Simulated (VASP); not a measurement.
# TaTiSi4 (F222) in VASP: notebook

The runs below take TaTiSi4 through single point, relaxation of cell and atoms, with PBE.

Program: VASP 6.6.1. These are calculated values, not measurements. Logs are shortened: lines on timing, memory, paths and dates and some standing lists are left out, and cuts for length are marked.

## 1. The cell of the first run

Symmetry: F222, No. 22, orthorhombic system. Conventional cell: a = 4.790 Å, b = 8.279 Å, c = 8.711 Å, α = 90.00°, β = 90.00°, γ = 90.00°. Within 3.4 Å of Ti (site symmetry 222) lie 10 Si at 2.59 to 2.86 Å and 4 Ta at 3.23 Å. Ta (site symmetry 222) has 10 Si at 2.61 to 2.81 Å and 4 Ti at 3.23 Å within 3.4 Å. Si (site symmetry 2) has 9 Si at 2.54 to 3.27 Å and 2 Ta at 2.61 Å and 3 Ti at 2.71 to 2.86 Å within 3.4 Å. Si (site symmetry 2) has 9 Si at 2.54 to 3.27 Å and 2 Ti at 2.59 Å and 3 Ta at 2.74 to 2.81 Å within 3.4 Å.

## 2. Single point, PBE

Input file INCAR:

```
PREC     = Accurate       # precision mode
ENCUT    = 500            # plane-wave cutoff, eV
EDIFF    = 1E-6           # SCF threshold, eV
ISMEAR   = 0              # smearing method
SIGMA    = 0.1            # smearing width, eV
LREAL    = F              # projectors in reciprocal space
LASPH    = T              # aspherical terms in the spheres
NELM     = 120            # most SCF steps
ALGO     = Normal         # electronic algorithm
ISIF     = 2              # what is computed and relaxed
LWAVE    = F              # write WAVECAR
LCHARG   = F              # write CHGCAR
GGA      = PE             # functional
NBANDS   = 28             # bands
GGA_COMPAT= F
```

Input file KPOINTS:

```
Automatic mesh
0
Gamma
  4 4 4
```

Input file POSCAR:

```
TaTiSi4
1.0
    0.0000000000      4.1395722445      4.3555825135
    2.3948048253      0.0000000000      4.3555825135
    2.3948048253      4.1395722445      0.0000000000
Ti Ta Si
1 1 4
Direct
    0.7500000000      0.7500000000      0.7500000000
    0.5000000000      0.5000000000      0.5000000000
    0.0959953190      0.4040046810      0.0959953190
    0.4040046810      0.0959953190      0.4040046810
    0.1603960262      0.8396039738      0.1603960262
    0.8396039738      0.1603960262      0.8396039738
```

Potentials or basis: VASP PAW PBE potentials, release 64 (Ti_sv, Ta_pv, Si).

The run is started by

```
cat potpaw_PBE.64/Ti_sv/POTCAR potpaw_PBE.64/Ta_pv/POTCAR potpaw_PBE.64/Si/POTCAR > POTCAR
mpirun -np 1 vasp_std > vasp.out
```

OUTCAR:

```text
PREC = Accurate
   ENCUT = 500
   EDIFF = 1E-6
   ISMEAR = 0
   LREAL = F
   LASPH = T
   NELM = 120
   ISIF = 2
   GGA = PE

 ion  position               nearest neighbor table
   1  0.750  0.750  0.750-   6 2.59   5 2.59   6 2.59   5 2.59   4 2.71   4 2.71   3 2.71   3 2.71
                             3 2.86   4 2.86   2 3.23   2 3.23   2 3.23   2 3.23
   2  0.500  0.500  0.500-   3 2.61   4 2.61   3 2.61   4 2.61   5 2.74   5 2.74   6 2.74   6 2.74
                             5 2.81   6 2.81   1 3.23   1 3.23   1 3.23   1 3.23
   3  0.096  0.404  0.096-   5 2.54   5 2.54   4 2.55   2 2.61   2 2.61   1 2.71   1 2.71   1 2.86
                             4 2.87   4 2.87
   4  0.404  0.096  0.404-   6 2.54   6 2.54   3 2.55   2 2.61   2 2.61   1 2.71   1 2.71   1 2.86
                             3 2.87   3 2.87
   5  0.160  0.840  0.160-   3 2.54   3 2.54   1 2.59   1 2.59   6 2.66   2 2.74   2 2.74   2 2.81
                             6 2.82   6 2.82
   6  0.840  0.160  0.840-   4 2.54   4 2.54   1 2.59   1 2.59   5 2.66   2 2.74   2 2.74   2 2.81
                             5 2.82   5 2.82

  LATTYP: Found a face centered orthorhombic cell.
 ALAT       =     4.7896096506
 B/A-ratio  =     1.7285635141
 C/A-ratio  =     1.8187630439

  Lattice vectors:

 A1 = (   0.0000000000,   4.1395722445,   4.3555825135)
 A2 = (   2.3948048253,   0.0000000000,   4.3555825135)
 A3 = (   2.3948048253,   4.1395722445,   0.0000000000)

Analysis of symmetry for initial positions (statically):
=====================================================================
 Subroutine PRICEL returns:
 Original cell was already a primitive cell.

 Routine SETGRP: Setting up the symmetry group for a
 face centered orthorhombic supercell.

 Subroutine GETGRP returns: Found  4 space group operations
 (whereof  4 operations were pure point group operations)
 out of a pool of  8 trial point group operations.

The static configuration has the point symmetry D_2 .

Analysis of symmetry for dynamics (positions and initial velocities):
=====================================================================
 Subroutine PRICEL returns:
 Original cell was already a primitive cell.

 Routine SETGRP: Setting up the symmetry group for a
 face centered orthorhombic supercell.

 Subroutine GETGRP returns: Found  4 space group operations
 (whereof  4 operations were pure point group operations)
 out of a pool of  8 trial point group operations.

The dynamic configuration has the point symmetry D_2 .

 Subroutine INISYM returns: Found  4 space group operations
[... 102 lines left out ...]
   IBRION =     -1    ionic relax: 0-MD 1-quasi-New 2-CG
   NFREE  =      0    steps in history (QN), initial steepest desc. (CG)
   ISIF   =      2    stress and relaxation
   ISYM   =      2    0-nonsym 1-usesym 2-fastsym
   POTIM  = 0.5000    time-step for ionic-motion
   TEBEG  =    0.0;   TEEND  =   0.0 temperature during run
   PSTRESS=    0.0 pullay stress
   NELECT =      39.0000    total number of electrons
   NUPDOWN=      -1.0000    fix difference up-down
   EMIN   =  10.00;   EMAX   =-10.00  energy-range for DOS
   EFERMI =   0.00;   METHOD = LEGACY
   ISMEAR =     0;   SIGMA  =   0.10  broadening in eV -4-tet -1-fermi 0-gaus
   EFERMI_NEDOS =   21; number of points for ismear=-14 and -15
   IALGO  =     38    algorithm
   IMIX   =      4    mixing-type and parameters
     AMIX     =   0.40;   BMIX     =  1.00
     AMIX_MAG =   1.60;   BMIX_MAG =  1.00
  volume/ion in A,a.u.               =      14.39        97.13
  Fermi-wavevector in a.u.,A,eV,Ry     =   1.256018  2.373529 21.464285  1.577580
  Thomas-Fermi vector in A             =   2.389746
   LORBIT       =      0    0 simple, 1 ext, 2 COOP (PROOUT), +10 PAW based schemes
   GGA     = PE    functional components
   LHFCALC =     F    Hartree Fock is set to
   AEXX    =    0.0000 exact exchange contribution
   IVDW    =     0    specifies the selected vdW correction
   LEPSILON=     F    determine dielectric tensor
   LRPA    =     F    only Hartree local field effects (RPA)
 non-spin polarized calculation
 Gauss-broadening in eV      SIGMA  =   0.10
  energy-cutoff  :      500.00
  volume of cell :       86.36
 maximum number of plane-waves:      2216
 NGX is ok and might be reduce to    48
   NGX = 21   NGY = 19   NGZ = 17

 number of electron      38.9999999 magnetization

 Free energy of the ion-electron system (eV)
  ---------------------------------------------------
  ext. energy  EPLUGINS =         0.00000000
  ---------------------------------------------------
  free energy    TOTEN  =       -44.42142135 eV

  energy without entropy =      -44.40845623  energy(sigma->0) =      -44.41493879

 E-fermi :   9.8301     XC(G=0): -11.8543

 val. band max:        9.8208903865   @ k =  -0.2500   0.5000   0.2500
 cond. band min:       9.8480884762   @ k =   0.0000   0.5000   0.5000
 fundamental gap:      0.0271980897
 Fermi energy:         9.8301474651

 k-point     1 :       0.0000    0.0000    0.0000
  band No.  band energies     occupation
      1     -46.8232      2.00000
      2     -24.4874      2.00000
      3     -24.4804      2.00000
      4     -24.4264      2.00000
      5     -23.1784      2.00000
      6     -23.1652      2.00000
[... 547 lines left out ...]
     27      13.3891      0.00000
     28      14.0403      0.00000

------------------------ aborting loop because EDIFF is reached ----------------------------------------

  FORCE on cell =-STRESS in cart. coord.  units (eV):
  Direction    XX          YY          ZZ          XY          YZ          ZX
  --------------------------------------------------------------------------------------
  -------------------------------------------------------------------------------------
  Total        0.1084308     -0.0714702      0.0117749      0.0000000      0.0000000      0.0000000
  in kB        2.0116923     -1.3259700      0.2184565      0.0000000      0.0000000      0.0000000
  external PRESSURE =       0.3013929 kB  Pullay stress =       0.0000000 kB

 VOLUME and BASIS-vectors are now :
 -----------------------------------------------------------------------------
  energy-cutoff  :      500.00
  volume of cell :       86.36
      direct lattice vectors                 reciprocal lattice vectors
     0.000000000  4.139572245  4.355582513    -0.208785282  0.120785427  0.114795208
     2.394804825  0.000000000  4.355582513     0.208785282 -0.120785427  0.114795208
     2.394804825  4.139572245  0.000000000     0.208785282  0.120785427 -0.114795208

 POSITION                                       TOTAL-FORCE (eV/Angst)
 -----------------------------------------------------------------------------------
      3.59221      6.20936      6.53337         0.000000     -0.000000     -0.000000
      2.39480      4.13957      4.35558         0.000000     -0.000000     -0.000000
      1.19740      0.79476      2.17779         0.000000      0.009062      0.000000
      1.19740      3.34481      2.17779         0.000000     -0.009062      0.000000
      2.39480      1.32794      4.35558        -0.000000     -0.006920     -0.000000
      2.39480      6.95120      4.35558        -0.000000      0.006920     -0.000000
 -----------------------------------------------------------------------------------
    total drift:                                0.000000     -0.000000     -0.000000

  FREE ENERGIE OF THE ION-ELECTRON SYSTEM (eV)
  ---------------------------------------------------
  free  energy   TOTEN  =       -44.4214213450 eV

  energy  without entropy=      -44.4084562281  energy(sigma->0) =      -44.41493879
```

OSZICAR:

```text
N       E                     dE             d eps       ncg     rms          rms(c)
DAV:   1     0.315579932845E+03    0.31558E+03   -0.17999E+04  1008   0.134E+03
DAV:   2    -0.182441494825E+02   -0.33382E+03   -0.32463E+03  1036   0.381E+02
DAV:   3    -0.451154304350E+02   -0.26871E+02   -0.26351E+02  1608   0.922E+01
DAV:   4    -0.470426100449E+02   -0.19272E+01   -0.19188E+01  1480   0.191E+01
DAV:   5    -0.471176410220E+02   -0.75031E-01   -0.75014E-01  1448   0.353E+00    0.222E+01
DAV:   6    -0.454095588642E+02    0.17081E+01   -0.22959E+01  1380   0.313E+01    0.116E+01
DAV:   7    -0.448957473690E+02    0.51381E+00   -0.18306E+01  1428   0.273E+01    0.835E+00
DAV:   8    -0.444467259703E+02    0.44902E+00   -0.16376E+00  1344   0.784E+00    0.331E+00
DAV:   9    -0.444284570537E+02    0.18269E-01   -0.25495E-01  1640   0.315E+00    0.940E-01
DAV:  10    -0.444210912693E+02    0.73658E-02   -0.46971E-02  1336   0.145E+00    0.373E-01
DAV:  11    -0.444214471150E+02   -0.35585E-03   -0.21257E-03  1212   0.340E-01    0.515E-02
DAV:  12    -0.444214219620E+02    0.25153E-04   -0.18231E-04  1416   0.895E-02    0.207E-02
DAV:  13    -0.444214217787E+02    0.18324E-06   -0.19630E-05  1512   0.334E-02    0.575E-03
DAV:  14    -0.444214213450E+02    0.43372E-06   -0.20626E-06  1076   0.823E-03
   1 F= -.44421421E+02 E0= -.44414939E+02  d E =-.129651E-01
```

Run time: 96 s. Hardware: 1 thread of Intel Xeon 8259CL, shared host; peak memory 0.26 GiB.

What came out:

| Property | Result |
| --- | --- |
| Free energy | -44.4214 eV |
| Pressure | 0.0 GPa |
| Largest force | 0.009 eV/Å |
| Band gap on the k mesh | zero (an odd number of electrons rules out a gap without spin polarisation) |

Forces in eV/Å, atoms in the order of the input:
```
Ti   0.000  0.000  0.000
Ta   0.000  0.000  0.000
Si   0.000  0.009  0.000
Si   0.000 -0.009  0.000
Si   0.000 -0.007  0.000
Si   0.000  0.007  0.000
```

Caveat: the k points lie up to 0.42 Å⁻¹ apart, too coarse for converged energies and pressures of a metal; spin-orbit coupling is left out, which moves the levels of the heavy elements.

## 3. Single point, PBE

This run uses another cell than the first one, of 15.30 Å³/atom.

Input file INCAR:

```
SYSTEM = TaTiSi4
PREC = Accurate ; ENCUT = 500
EDIFF = 1E-6 ; ISMEAR = 0
SIGMA = 0.1 ; LREAL = .FALSE.
LASPH = .TRUE. ; NELM = 120
ALGO = Normal ; ISIF = 2
LWAVE = .FALSE. ; LCHARG = .TRUE.
GGA = PE ; LELF = .TRUE.
LVHAR = .TRUE. ; NBANDS = 28
GGA_COMPAT = .FALSE.
```

Input file KPOINTS:

```
regular mesh
0
G
  4 4 4
  0 0 0
```

Input file POSCAR:

```
TaTiSi4
1.0
    0.0000000000      4.2458723200      4.3938281400
    2.4606055700      0.0000000000      4.3938281400
    2.4606055700      4.2458723200      0.0000000000
Ti Ta Si
1 1 4
Direct
    0.7500000000      0.7500000000      0.7500000000
    0.5000000000      0.5000000000      0.5000000000
    0.0830000000      0.4170000000      0.0830000000
    0.4170000000      0.0830000000      0.4170000000
    0.1670000000      0.8330000000      0.1670000000
    0.8330000000      0.1670000000      0.8330000000
```

Potentials or basis: VASP PAW PBE potentials, release 64 (Ti_sv, Ta_pv, Si).

The run is started by

```
cat potpaw_PBE.64/Ti_sv/POTCAR potpaw_PBE.64/Ta_pv/POTCAR potpaw_PBE.64/Si/POTCAR > POTCAR
mpirun -np 1 vasp_std > vasp.out
```

OUTCAR:

```text
SYSTEM = TaTiSi4
   PREC = Accurate
   ENCUT = 500
   EDIFF = 1E-6
   ISMEAR = 0
   LREAL = .FALSE.
   LASPH = .TRUE.
   NELM = 120
   ISIF = 2
   GGA = PE

 ion  position               nearest neighbor table
   1  0.750  0.750  0.750-   6 2.61   5 2.61   6 2.61   5 2.61   3 2.83   4 2.83   4 2.84   4 2.84
                             3 2.84   3 2.84
   2  0.500  0.500  0.500-   3 2.61   4 2.61   3 2.61   4 2.61   5 2.83   6 2.83   5 2.84   5 2.84
                             6 2.84   6 2.84
   3  0.083  0.417  0.083-   2 2.61   2 2.61   5 2.62   5 2.62   1 2.83   4 2.84   4 2.84   4 2.84
                             1 2.84   1 2.84
   4  0.417  0.083  0.417-   2 2.61   2 2.61   6 2.62   6 2.62   1 2.83   3 2.84   3 2.84   3 2.84
                             1 2.84   1 2.84
[... 763 lines left out ...]
  Total       -4.7814689     -4.8994238     -4.7119716      0.0000000      0.0000000      0.0000000
  in kB      -83.4430033    -85.5014725    -82.2301818      0.0000000      0.0000000      0.0000000
  external PRESSURE =     -83.7248859 kB  Pullay stress =       0.0000000 kB

 VOLUME and BASIS-vectors are now :
 -----------------------------------------------------------------------------
  energy-cutoff  :      500.00
  volume of cell :       91.81
      direct lattice vectors                 reciprocal lattice vectors
     0.000000000  4.245872320  4.393828140    -0.203202011  0.117761431  0.113795985
     2.460605570  0.000000000  4.393828140     0.203202011 -0.117761431  0.113795985
     2.460605570  4.245872320  0.000000000     0.203202011  0.117761431 -0.113795985

 POSITION                                       TOTAL-FORCE (eV/Angst)
 -----------------------------------------------------------------------------------
      3.69091      6.36881      6.59074         0.000000     -0.000000     -0.000000
      2.46061      4.24587      4.39383         0.000000     -0.000000     -0.000000
      1.23030      0.70481      2.19691        -0.000000      0.711722      0.000000
      1.23030      3.54106      2.19691        -0.000000     -0.711722      0.000000
      2.46061      1.41812      4.39383         0.000000     -0.287970     -0.000000
      2.46061      7.07362      4.39383         0.000000      0.287970     -0.000000
 -----------------------------------------------------------------------------------
    total drift:                               -0.000000      0.000001     -0.000000

  FREE ENERGIE OF THE ION-ELECTRON SYSTEM (eV)
  ---------------------------------------------------
  free  energy   TOTEN  =       -44.1581884773 eV

  energy  without entropy=      -44.1446353982  energy(sigma->0) =      -44.15141194
```

stdout:

```text
POSCAR found type information on POSCAR TiTaSi
 POSCAR found :  3 types and       6 ions
 scaLAPACK will be used
 LDA part: xc-table for (Slater+PW92), standard interpolation
 POSCAR, INCAR and KPOINTS ok, starting setup
 FFT: planning ... GRIDC
 FFT: planning ... GRID_SOFT
 FFT: planning ... GRID
 WAVECAR not read
 entering main loop
```

Wall time 99 s (1 thread of Intel Xeon 8259CL, shared host); peak memory 0.27 GiB.

What came out:

```yaml
Free_energy: -44.1582 eV
Pressure: -8.4 GPa
Largest_force: 0.712 eV/Å
Band_gap_on_the_k_mesh: zero (an odd number of electrons rules out a gap without spin polarisation)
```

Forces on the atoms (eV/Å):
```
Ti   0.000  0.000  0.000
Ta   0.000  0.000  0.000
Si   0.000  0.712  0.000
Si   0.000 -0.712  0.000
Si   0.000 -0.288  0.000
Si   0.000  0.288  0.000
```

Stress tensor (GPa, compression positive):
```
-8.34  0.00  0.00
 0.00 -8.55  0.00
 0.00  0.00 -8.22
```

Caveat: the k points lie up to 0.41 Å⁻¹ apart, too coarse for converged energies and pressures of a metal; spin-orbit coupling is left out, which moves the levels of the heavy elements.

## 4. Relaxation of cell and atoms, PBE

This run uses another cell than the first one, of 15.30 Å³/atom.

Input file INCAR:

```
SYSTEM = TaTiSi4
  ALGO = Normal
  EDIFF = 1E-7
  EDIFFG = -0.04
  ENCUT = 500
  GGA = PE
  GGA_COMPAT = .False.
  IBRION = 2
  ISIF = 3
  ISMEAR = 0
  LASPH = .True.
  LCHARG = .False.
  LREAL = .False.
  LWAVE = .False.
  NELM = 120
  NELMIN = 4
  NSW = 90
  PREC = Accurate
  SIGMA = 0.1
```

Input file KPOINTS:

```
k-points
0
Gamma
  4 4 4
  0 0 0
```

POSCAR is that of step 3.

The run is started by

```
cat potpaw_PBE.64/Ti_sv/POTCAR potpaw_PBE.64/Ta_pv/POTCAR potpaw_PBE.64/Si/POTCAR > POTCAR
mpirun -np 1 vasp_std > vasp.out
```

Run time: 12 min. Hardware: 1 thread of Intel Xeon 8259CL, shared host; peak memory 0.28 GiB.

The run converged. Its results:

- Free energy: -44.4228 eV
- Relaxed volume: 14.40 Å³/atom
- Relaxed cell: a = 6.006 Å, b = 4.970 Å, c = 4.782 Å, α = 76.00°, β = 53.41°, γ = 50.59°
- Space group after relaxing (to 0.1 Å): F222 (No. 22)
- Energy gained by relaxing: 44.1 meV/atom
- Ionic steps: 11
- Pressure after relaxing: 0.0 GPa
- Largest force after relaxing: 0.008 eV/Å
- Band gap on the k mesh: zero (an odd number of electrons rules out a gap without spin polarisation)

Forces on the atoms (eV/Å):
```
Ti   0.000  0.000  0.000
Ta   0.000  0.000  0.000
Si   0.000 -0.003  0.000
Si   0.000  0.003  0.000
Si   0.000 -0.008  0.000
Si   0.000  0.008  0.000
```

Stress tensor (GPa, compression positive):
```
-0.20  0.00  0.00
 0.00  0.06  0.00
 0.00  0.00  0.09
```

Step by step:
```
step  energy change (eV)  largest force (eV/Å)  pressure (GPa)  volume (Å³)
   1              0.0000                0.7117           -8.37        91.81
   2             -0.0390                0.6504           10.98        81.59
   3             -0.1735                0.7088            0.81        86.15
   4             -0.2282                0.4514            0.72        85.94
   5             -0.2450                0.1055            1.14        85.60
   6             -0.2506                0.1631            0.89        85.73
   7             -0.2623                0.0649           -0.81        86.76
   8             -0.2626                0.0770           -0.58        86.62
   9             -0.2640                0.0164            0.48        86.15
  10             -0.2643                0.0333            0.18        86.28
  11             -0.2646                0.0080           -0.02        86.38
```

Final structure:
```yaml
crystal:
  lattice:
    - [0.00000, 4.13763, 4.35333]
    - [2.39792, 0.00000, 4.35333]
    - [2.39792, 4.13763, 0.00000]
  atoms:
    - { symbol: Ti, position: [0.75000, 0.75000, 0.75000] }
    - { symbol: Ta, position: [0.50000, 0.50000, 0.50000] }
    - { symbol: Si, position: [0.09610, 0.40390, 0.09610] }
    - { symbol: Si, position: [0.40390, 0.09610, 0.40390] }
    - { symbol: Si, position: [0.16040, 0.83960, 0.16040] }
    - { symbol: Si, position: [0.83960, 0.16040, 0.83960] }
```

Levels at points of the mesh, in eV from the Fermi level:
```tsv
k point	band 17	band 18	band 19	band 20	band 21	band 22
(0.00, 0.00, 0.00)	-2.63	-2.34	-1.67	-1.65	1.78	2.49
(0.50, 0.00, 0.00)	-1.90	-0.74	-0.48	0.38	0.90	0.98
(0.50, 0.50, 0.00)	-1.81	-1.73	-1.50	-0.11	-0.04	2.78
(0.50, 0.00, 0.50)	-2.71	-1.90	-1.49	0.78	0.83	2.72
(0.00, 0.50, 0.50)	-1.60	-1.43	-1.04	0.02	0.11	1.80
```

Caveat: the k points lie up to 0.42 Å⁻¹ apart in the final cell, too coarse for converged energies and pressures of a metal; spin-orbit coupling is left out, which moves the levels of the heavy elements.

## 5. The runs side by side

| task | cell | gap on the mesh (eV) | pressure (GPa) | largest force (eV/Å) |
| --- | --- | --- | --- | --- |
| single point | a = 6.009, b = 4.971, c = 4.782 Å, angles 76.0, 53.4, 50.6°, 6 atoms, atomic positions A | none | 0.0 | 0.01 |
| single point | a = 6.110, b = 5.036, c = 4.907 Å, angles 75.8, 53.0, 51.1°, 6 atoms, atomic positions B | none | -8.4 | 0.71 |
| relaxation of cell and atoms | relaxed from a = 6.110, b = 5.036, c = 4.907 Å, angles 75.8, 53.0, 51.1°, 6 atoms, atomic positions B | none | 0.0 | 0.01 |

Alike in all rows: level PBE; potentials or basis VASP PAW PBE potentials, release 64 (Ti_sv, Ta_pv, Si); no spin polarisation; k mesh 4 × 4 × 4; cutoff (eV) 500; smearing gaussian 0.1 eV.

Caveats: all runs use coarse meshes; spin-orbit coupling is left out, which moves the levels of the heavy elements.

Absolute energies hang on the potentials; compare differences alone.
